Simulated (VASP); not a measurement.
**C: single point with PBE**

The system is C.

```
C
1.0
     1.78340   -1.78340    0.00000
     1.78340    0.00000   -1.78340
     7.04700    7.04700    7.04700
C
12
Direct
  0.66667 0.66667 0.27420
  0.00000 0.00000 0.10548
  0.33333 0.33333 0.44291
  0.66667 0.66667 0.78034
  0.00000 0.00000 0.61163
  0.33333 0.33333 0.94905
  0.66667 0.66667 0.40073
  0.00000 0.00000 0.23202
  0.33333 0.33333 0.56945
  0.66667 0.66667 0.90688
  0.00000 0.00000 0.73816
  0.33333 0.33333 0.06330
```

This cell differs from its parent crystal: the distance across one plane changed.

```json
{
 "Program": "VASP 6.6.1",
 "Task": "single point",
 "Functional": "PBE",
 "Potentials or basis": "VASP PAW PBE potentials, release 64 (C)",
 "Cutoff": "520 eV",
 "k mesh": "10 × 10 × 2",
 "Occupations": "gaussian, width 0.05 eV",
 "Spin": "no spin polarisation",
 "Dipole correction": "no",
 "Further INCAR settings": "ALGO = Normal; EDIFF = 1e-06; NBANDS = 36"
}
```

| Quantity | Value |
| --- | --- |
| Pressure | 9.7 GPa |
| Largest force | 4.373 eV/Å |
| Band gap on the k mesh | 4.10 eV |

Forces on the atoms (eV/Å):
```
C    0.006  0.006  0.006
C    0.621  0.621  0.621
C    0.000  0.000  0.000
C    0.023  0.023  0.023
C    0.001  0.001  0.001
C   -2.525 -2.525 -2.525
C   -0.001 -0.001 -0.001
C   -0.023 -0.023 -0.023
C    0.000  0.000  0.000
C   -0.621 -0.621 -0.621
C   -0.006 -0.006 -0.006
C    2.525  2.525  2.525
```

Stress tensor (GPa, compression positive):
```
9.68 6.55 6.55
6.55 9.68 6.55
6.55 6.55 9.68
```

Levels at points of the mesh, in eV from the valence-band top:
```
           k point  band 20  band 21  band 22  band 23  band 24  band 25  band 26  band 27  band 28  band 29
(0.00, 0.00, 0.00)    -1.04    -1.04    -0.20     0.00     0.00     5.36     5.36     5.82     6.74     6.74
(0.50, 0.00, 0.00)    -5.03    -4.13    -3.93    -2.93    -2.76     4.50     4.82     5.06     5.26     6.96
(0.00, 0.00, 0.50)    -1.17    -0.42    -0.42    -0.30    -0.30     5.69     5.69     5.99     5.99     6.14
(0.50, 0.00, 0.50)    -4.88    -3.65    -3.49    -3.24    -3.06     4.46     4.76     5.80     5.94     6.00
```

Wall time 2.4 min on 1 thread of Intel Xeon 8259CL, with other jobs on the host, peak memory 0.2 GiB.

Caveat: the cell differs from its parent crystal (the distance across one plane changed); the cell stands under pressure; forces of over 1 eV/Å act on the atoms, so gaps and moduli don't describe the material at rest. A k mesh can miss the band edges.
